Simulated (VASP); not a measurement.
# SnSe (P4/nmm) in VASP: notebook

SnSe is run at these levels: PBE; tasks: relaxation of cell and atoms, single point.

Program: VASP 6.6.1. These are calculated values, not measurements. Logs are shortened: lines on timing, memory, paths and dates and some standing lists are left out, and cuts for length are marked.

**1. The cell of the first run**

It takes space group P4/nmm (No. 129, tetragonal). The conventional cell has a = 5.150 Å, b = 5.150 Å, c = 4.504 Å, α = 90.00°, β = 90.00°, γ = 90.00°. Sn (site symmetry 4mm) has 4 Se at 2.88 Å within 3.8 Å. Se (site symmetry -4m2) has 4 Sn at 2.88 Å and 4 Se at 3.64 Å within 3.8 Å.

**2. Relaxation of cell and atoms, PBE**

INCAR

```
ALGO = Normal
EDIFF = 1E-6
EDIFFG = -0.01
ENCUT = 600
GGA = PE
IBRION = 2
ISIF = 3
ISMEAR = 0
LASPH = True
LCHARG = False
LREAL = False
LWAVE = False
NELM = 100
NSW = 100
PREC = Accurate
SIGMA = 0.02
```

KPOINTS

```
k-points
0
Gamma
  6 6 6
```

POSCAR

```
SnSe
1.0
    5.1500228760      0.0000000000      0.0000000000
    0.0000000000      5.1500228760      0.0000000000
    0.0000000000      0.0000000000      4.5041933546
Sn Se
2 2
Direct
    0.0000000000      0.5000000000      0.2858338666
    0.5000000000      0.0000000000      0.7141661334
    0.0000000000      0.0000000000      0.0000000000
    0.5000000000      0.5000000000      0.0000000000
```

Potentials or basis: VASP PAW PBE potentials, release 64 (Sn_d, Se).

On the command line:

```
cat potpaw_PBE.64/Sn_d/POTCAR potpaw_PBE.64/Se/POTCAR > POTCAR
mpirun -np 1 vasp_std > vasp.out
```

OUTCAR:

```text
EDIFF = 1E-6
   EDIFFG = -0.01
   ENCUT = 600
   GGA = PE
   IBRION = 2
   ISIF = 3
   ISMEAR = 0
   LASPH = True
   LREAL = False
   NELM = 100
   NSW = 100
   PREC = Accurate

 ion  position               nearest neighbor table
   1  0.000  0.500  0.286-   3 2.88   4 2.88   3 2.88   4 2.88
   2  0.500  0.000  0.714-   3 2.88   4 2.88   4 2.88   3 2.88
   3  0.000  0.000  0.000-   1 2.88   2 2.88   1 2.88   2 2.88
   4  0.500  0.500  0.000-   1 2.88   2 2.88   2 2.88   1 2.88

  LATTYP: Found a simple tetragonal cell.
 ALAT       =     5.1500228760
 C/A-ratio  =     0.8745967665

  Lattice vectors:

 A1 = (   5.1500228760,   0.0000000000,   0.0000000000)
 A2 = (   0.0000000000,   5.1500228760,   0.0000000000)
 A3 = (   0.0000000000,   0.0000000000,   4.5041933546)

Analysis of symmetry for initial positions (statically):
=====================================================================
 Subroutine PRICEL returns:
 Original cell was already a primitive cell.

 Routine SETGRP: Setting up the symmetry group for a
 simple tetragonal supercell.

 Subroutine GETGRP returns: Found 16 space group operations
 (whereof  8 operations were pure point group operations)
 out of a pool of 16 trial point group operations.

The static configuration has the point symmetry D_2d.
 The point group associated with its full space group is D_4h.

Analysis of symmetry for dynamics (positions and initial velocities):
=====================================================================
 Subroutine PRICEL returns:
 Original cell was already a primitive cell.

 Routine SETGRP: Setting up the symmetry group for a
 simple tetragonal supercell.

 Subroutine GETGRP returns: Found 16 space group operations
 (whereof  8 operations were pure point group operations)
 out of a pool of 16 trial point group operations.

The dynamic configuration has the point symmetry D_2d.
 The point group associated with its full space group is D_4h.

 Subroutine INISYM returns: Found 16 space group operations
 (whereof  8 operations are pure point group operations),
 and found     1 'primitive' translations

----------------------------------------------------------------------------------------

                                     Primitive cell

  volume of cell :     119.4635

  direct lattice vectors                    reciprocal lattice vectors
     5.150022876  0.000000000  0.000000000     0.194173895  0.000000000  0.000000000
     0.000000000  5.150022876  0.000000000     0.000000000  0.194173895  0.000000000
     0.000000000  0.000000000  4.504193355     0.000000000  0.000000000  0.222015336

  length of vectors
     5.150022876  5.150022876  4.504193355     0.194173895  0.194173895  0.222015336

  position of ions in fractional coordinates (direct lattice)
     0.000000000  0.500000000  0.285833867
     0.500000000  0.000000000  0.714166133
     0.000000000  0.000000000  0.000000000
     0.500000000  0.500000000  0.000000000

  ion indices of the primitive-cell ions
   primitive index   ion index
                 1           1
                 2           2
                 3           3
                 4           4

----------------------------------------------------------------------------------------

 KPOINTS: k-points

Automatic generation of k-mesh.
 Grid dimensions read from file:
 generate k-points for:    6    6    6

 Generating k-lattice:

  Cartesian coordinates                     Fractional coordinates (reciprocal lattice)
     0.032362316  0.000000000  0.000000000     0.166666667  0.000000000  0.000000000
     0.000000000  0.032362316  0.000000000     0.000000000  0.166666667  0.000000000
     0.000000000  0.000000000  0.037002556     0.000000000  0.000000000  0.166666667

  Length of vectors
     0.032362316  0.032362316  0.037002556

  Shift w.r.t. Gamma in fractional coordinates (k-lattice)
     0.000000000  0.000000000  0.000000000

 Subroutine IBZKPT returns following result:
 ===========================================

 Found     40 irreducible k-points:

 Following reciprocal coordinates:
            Coordinates               Weight
  0.000000  0.000000  0.000000      1.000000
  0.166667  0.000000  0.000000      4.000000
  0.333333  0.000000  0.000000      4.000000
  0.500000  0.000000  0.000000      2.000000
  0.166667  0.166667  0.000000      4.000000
  0.333333  0.166667  0.000000      8.000000
[... 16 lines left out ...]
  0.333333  0.000000  0.333333      8.000000
  0.500000  0.000000  0.333333      4.000000
 [... further k-points ...]
   k-points           NKPTS =     40   k-points in BZ     NKDIM =     40   number of bands    NBANDS=     24
   number of dos      NEDOS =    301   number of ions     NIONS =      4
   total plane-waves  NPLWV =  63504
   dimension x,y,z NGX =    42 NGY =   42 NGZ =   36
   dimension x,y,z NGXF=    84 NGYF=   84 NGZF=   72
   ions per type =               2   2
   NGX,Y,Z   is equivalent  to a cutoff of  13.56, 13.56, 13.29 a.u.
   NGXF,Y,Z  is equivalent  to a cutoff of  27.12, 27.12, 26.57 a.u.
 SYSTEM =  unknown system
   PREC   = accura    normal or accurate (medium, high low for compatibility)
   ISTART =      0    job   : 0-new  1-cont  2-samecut
   ICHARG =      2    charge: 1-file 2-atom 10-const
   ISPIN  =      1    spin polarized calculation?
   LNONCOLLINEAR =      F non collinear calculations
   LSORBIT =      F    spin-orbit coupling
   LASPH  =      T    aspherical Exc in radial PAW
   ENCUT  =  600.0 eV  44.10 Ry    6.64 a.u.  10.29 10.29  9.00*2*pi/ulx,y,z
   NELM   =    100;   NELMIN=  2; NELMDL= -5     # of ELM steps
   EDIFF  = 0.1E-05   stopping-criterion for ELM
   LREAL  =      F    real-space projection
   EDIFFG = -.1E-01   stopping-criterion for IOM
   NSW    =    100    number of steps for IOM
   IBRION =      2    ionic relax: 0-MD 1-quasi-New 2-CG
   NFREE  =      1    steps in history (QN), initial steepest desc. (CG)
   ISIF   =      3    stress and relaxation
   ISYM   =      2    0-nonsym 1-usesym 2-fastsym
   POTIM  = 0.5000    time-step for ionic-motion
   TEBEG  =    0.0;   TEEND  =   0.0 temperature during run
   PSTRESS=    0.0 pullay stress
   NELECT =      40.0000    total number of electrons
   NUPDOWN=      -1.0000    fix difference up-down
   EMIN   =  10.00;   EMAX   =-10.00  energy-range for DOS
   EFERMI =   0.00;   METHOD = LEGACY
   ISMEAR =     0;   SIGMA  =   0.02  broadening in eV -4-tet -1-fermi 0-gaus
   EFERMI_NEDOS =   21; number of points for ismear=-14 and -15
   IALGO  =     38    algorithm
   IMIX   =      4    mixing-type and parameters
     AMIX     =   0.40;   BMIX     =  1.00
     AMIX_MAG =   1.60;   BMIX_MAG =  1.00
  volume/ion in A,a.u.               =      29.87       201.54
  Fermi-wavevector in a.u.,A,eV,Ry     =   1.136797  2.148235 17.582920  1.292308
  Thomas-Fermi vector in A             =   2.273502
   LORBIT       =      0    0 simple, 1 ext, 2 COOP (PROOUT), +10 PAW based schemes
   GGA     = PE    functional components
   LHFCALC =     F    Hartree Fock is set to
   AEXX    =    0.0000 exact exchange contribution
   IVDW    =     0    specifies the selected vdW correction
   LEPSILON=     F    determine dielectric tensor
   LRPA    =     F    only Hartree local field effects (RPA)
 conjugate gradient relaxation of ions
 non-spin polarized calculation
 Gauss-broadening in eV      SIGMA  =   0.02
  energy-cutoff  :      600.00
  volume of cell :      119.46
 maximum number of plane-waves:      4016
 NGX is ok and might be reduce to    42
   NGX = 21   NGY = 21   NGZ = 17

--------------------------------------- Ionic step        1  -------------------------------------------

 number of electron      39.9999990 magnetization

 Free energy of the ion-electron system (eV)
  ---------------------------------------------------
  ext. energy  EPLUGINS =         0.00000000
  ---------------------------------------------------
  free energy    TOTEN  =       -15.86680521 eV

  energy without entropy =      -15.86680521  energy(sigma->0) =      -15.86680521

------------------------ aborting loop because EDIFF is reached ----------------------------------------

  FORCE on cell =-STRESS in cart. coord.  units (eV):
  Direction    XX          YY          ZZ          XY          YZ          ZX
  --------------------------------------------------------------------------------------
  -------------------------------------------------------------------------------------
  Total        0.1698518      0.1698518     -0.1389042      0.0000000      0.0000000      0.0000000
  in kB        2.2779563      2.2779563     -1.8629044      0.0000000      0.0000000      0.0000000
  external PRESSURE =       0.8976694 kB  Pullay stress =       0.0000000 kB
[... 95 lines left out ...]
  FREE ENERGIE OF THE ION-ELECTRON SYSTEM (eV)
  ---------------------------------------------------
  free  energy   TOTEN  =       -15.8676591954 eV

  energy  without entropy=      -15.8676591954  energy(sigma->0) =      -15.86765920

[... ionic steps 4 to 8 ...]

--------------------------------------- Ionic step        9  -------------------------------------------

 number of electron      39.9999997 magnetization

------------------------ aborting loop because EDIFF is reached ----------------------------------------

  FORCE on cell =-STRESS in cart. coord.  units (eV):
  Direction    XX          YY          ZZ          XY          YZ          ZX
  --------------------------------------------------------------------------------------
  -------------------------------------------------------------------------------------
  Total        0.0068577      0.0068577     -0.0108861      0.0000000      0.0000000      0.0000000
  in kB        0.0922791      0.0922791     -0.1464848      0.0000000      0.0000000      0.0000000
  external PRESSURE =       0.0126911 kB  Pullay stress =       0.0000000 kB
[... 61 lines left out ...]
  energy  without entropy=      -15.8688583071  energy(sigma->0) =      -15.86885831

--------------------------------------- Ionic step       11  -------------------------------------------

 number of electron      39.9999991 magnetization

 Free energy of the ion-electron system (eV)
  ---------------------------------------------------
  ext. energy  EPLUGINS =         0.00000000
  ---------------------------------------------------
  free energy    TOTEN  =       -15.86899257 eV

  energy without entropy =      -15.86899257  energy(sigma->0) =      -15.86899257

 E-fermi :   4.4000     XC(G=0):  -9.1848

 val. band max:        4.2656593815   @ k =   0.3333   0.0000   0.3333
 cond. band min:       4.6215969144   @ k =   0.1667   0.1667   0.3333
 fundamental gap:      0.3559375329
 Fermi energy:         4.4000054892

 k-point     1 :       0.0000    0.0000    0.0000
  band No.  band energies     occupation
      1     -16.9353      2.00000
      2     -16.9321      2.00000
      3     -16.9321      2.00000
      4     -16.9319      2.00000
      5     -16.9260      2.00000
      6     -16.9192      2.00000
[... 637 lines left out ...]
     23       7.1616      0.00000
     24       7.1616      0.00000

 [... further k-points ...]
[... 5 lines left out ...]
  --------------------------------------------------------------------------------------
  -------------------------------------------------------------------------------------
  Total        0.0250660      0.0250660     -0.0013973      0.0000000     -0.0000000      0.0000000
  in kB        0.3391545      0.3391545     -0.0189060      0.0000000     -0.0000000      0.0000000
  external PRESSURE =       0.2198010 kB  Pullay stress =       0.0000000 kB
[... 19 lines left out ...]
  FREE ENERGIE OF THE ION-ELECTRON SYSTEM (eV)
  ---------------------------------------------------
  free  energy   TOTEN  =       -15.8689925712 eV

  energy  without entropy=      -15.8689925712  energy(sigma->0) =      -15.86899257

 reached required accuracy - stopping structural energy minimisation
```

Run time: 9 min. Hardware: 1 thread of Intel Xeon Platinum 8259CL at 2.50GHz (Skylake/Cascade Lake), shared host; peak memory 0.33 GiB.

What came out:

```yaml
Free_energy: -15.8690 eV
Relaxed_volume: 29.60 Å³/atom
Relaxed_cell: a = 5.173 Å, b = 5.173 Å, c = 4.424 Å, α = 90.00°, β = 90.00°, γ = 90.00°
Space_group_after_relaxing_to_0.05_Å: P4/nmm (No. 129)
Energy_gained_by_relaxing: 0.5 meV/atom
Ionic_steps: 11
Pressure_after_relaxing: 0.0 GPa
Largest_force_after_relaxing: 0.010 eV/Å
Band_gap_on_the_k_mesh: 0.36 eV, indirect (least direct gap 0.53 eV)
```

Forces in eV/Å, atoms in the order of the input:
```
Sn   0.000  0.000  0.010
Sn   0.000  0.000 -0.010
Se   0.000  0.000  0.000
Se   0.000  0.000  0.000
```

Step by step:
| step | energy change (eV) | largest force (eV/Å) | pressure (GPa) | volume (Å³) |
| --- | --- | --- | --- | --- |
| 1 | 0.0000 | 0.0006 | 0.09 | 119.46 |
| 2 | -0.0007 | 0.0118 | -0.05 | 119.75 |
| 3 | -0.0009 | 0.0220 | -0.17 | 119.99 |
| 4 | -0.0014 | 0.0076 | -0.14 | 119.74 |
| 5 | -0.0018 | 0.0136 | -0.06 | 119.33 |
| 6 | -0.0019 | 0.0223 | -0.03 | 119.17 |
| 7 | -0.0019 | 0.0258 | 0.01 | 119.10 |
| 8 | -0.0019 | 0.0215 | -0.01 | 119.14 |
| 9 | -0.0019 | 0.0203 | 0.00 | 119.07 |
| 10 | -0.0021 | 0.0159 | 0.02 | 118.85 |
| 11 | -0.0022 | 0.0099 | 0.02 | 118.41 |

Final structure:
```
Sn Se
1.0
     5.17334    0.00000    0.00000
     0.00000    5.17334    0.00000
     0.00000    0.00000    4.42442
Sn Se
2 2
Direct
  0.00000 0.50000 0.28778
  0.50000 0.00000 0.71222
  0.00000 0.00000 0.00000
  0.50000 0.50000 0.00000
```

Levels at points of the mesh, in eV from the valence-band top:
| k point | band 17 | band 18 | band 19 | band 20 | band 21 | band 22 | band 23 | band 24 |
| --- | --- | --- | --- | --- | --- | --- | --- | --- |
| (0.00, 0.00, 0.00) | -1.52 | -1.52 | -1.20 | -0.70 | 1.34 | 3.05 | 4.32 | 4.32 |
| (0.50, 0.00, 0.00) | -1.86 | -1.86 | -0.51 | -0.51 | 1.93 | 1.93 | 4.57 | 4.57 |
| (0.50, 0.50, 0.00) | -0.59 | -0.59 | -0.26 | -0.26 | 0.87 | 0.87 | 3.16 | 3.16 |
| (0.00, 0.00, 0.50) | -1.72 | -1.48 | -1.48 | -1.26 | 1.13 | 1.18 | 1.31 | 1.31 |
| (0.50, 0.00, 0.50) | -2.83 | -2.83 | -0.72 | -0.72 | 2.48 | 2.48 | 2.77 | 2.77 |
| (0.50, 0.50, 0.50) | -2.80 | -2.80 | -0.18 | -0.18 | 3.55 | 3.55 | 4.25 | 4.25 |

Caveat: spin-orbit coupling is left out, which moves the levels of the heavy elements. A k mesh can miss the band edges.

**3. Single point, PBE**

This run uses another cell than the first one, of 28.90 Å³/atom, 0.968 times its volume.

INCAR

```
SYSTEM = SnSe
PREC = Accurate ; ENCUT = 520
EDIFF = 1E-7 ; ISMEAR = 0
SIGMA = 0.1 ; LREAL = .False.
LASPH = .True. ; NELM = 80
ALGO = Normal ; ISIF = 2
LWAVE = .False. ; LCHARG = .False.
GGA = PE ; NBANDS = 28
```

KPOINTS

```
regular mesh
0
Gamma
  4 4 4
  0 0 0
```

POSCAR

```
SnSe
1.0
    4.5057808760      0.0000000000      0.0000000000
    0.0000000000      4.5057808760      0.0000000000
    0.0000000000      0.0000000000      5.6934459438
Sn Se
2 2
Direct
    0.0000000000      0.5000000000      0.2351000000
    0.5000000000      0.0000000000      0.7649000000
    0.0000000000      0.0000000000      0.0000000000
    0.5000000000      0.5000000000      0.0000000000
```

Potentials or basis: VASP PAW PBE potentials, release 64 (Sn_d, Se).

On the command line:

```
cat potpaw_PBE.64/Sn_d/POTCAR potpaw_PBE.64/Se/POTCAR > POTCAR
mpirun -np 1 vasp_std > vasp.out
```

It took 57 s on 1 thread of Intel Xeon Platinum 8259CL at 2.50GHz (Skylake/Cascade Lake), shared host; peak memory 0.23 GiB.

The run converged. Its results:

```yaml
Free_energy: -14.1390 eV
Pressure: 16.3 GPa
Largest_force: 2.740 eV/Å
Band_gap_on_the_k_mesh: zero (band 20 reaches 5.17 eV, above the bottom of band 21 at 4.56 eV)
```

Forces in eV/Å, atoms in the order of the input:
```
Sn   0.000  0.000  2.740
Sn   0.000  0.000 -2.740
Se   0.000  0.000  0.000
Se   0.000  0.000  0.000
```

Stress tensor (GPa, compression positive):
```
19.86  0.00  0.00
 0.00 19.86  0.00
 0.00  0.00  9.11
```

Levels at points of the mesh, in eV from the Fermi level:
```csv
k point,band 17,band 18,band 19,band 20,band 21,band 22,band 23,band 24
"(0.00, 0.00, 0.00)",-2.08,-1.86,-1.86,-1.37,1.01,1.49,2.51,2.51
"(0.50, 0.00, 0.00)",-4.00,-4.00,-1.95,-1.95,2.41,2.41,3.65,3.65
"(0.50, 0.50, 0.00)",-2.49,-2.49,-0.03,-0.03,0.94,0.94,2.22,2.22
"(0.00, 0.00, 0.50)",-2.20,-1.94,-1.94,-1.48,-0.64,1.62,1.62,2.42
"(0.50, 0.00, 0.50)",-4.28,-4.28,-1.11,-1.11,3.07,3.07,3.26,3.26
"(0.50, 0.50, 0.50)",-3.05,-3.05,-0.03,-0.03,3.24,3.24,3.86,3.86
```

Caveat: spin-orbit coupling is left out, which moves the levels of the heavy elements; forces of over 1 eV/Å act on the atoms, so gaps and moduli don't describe the material at rest.
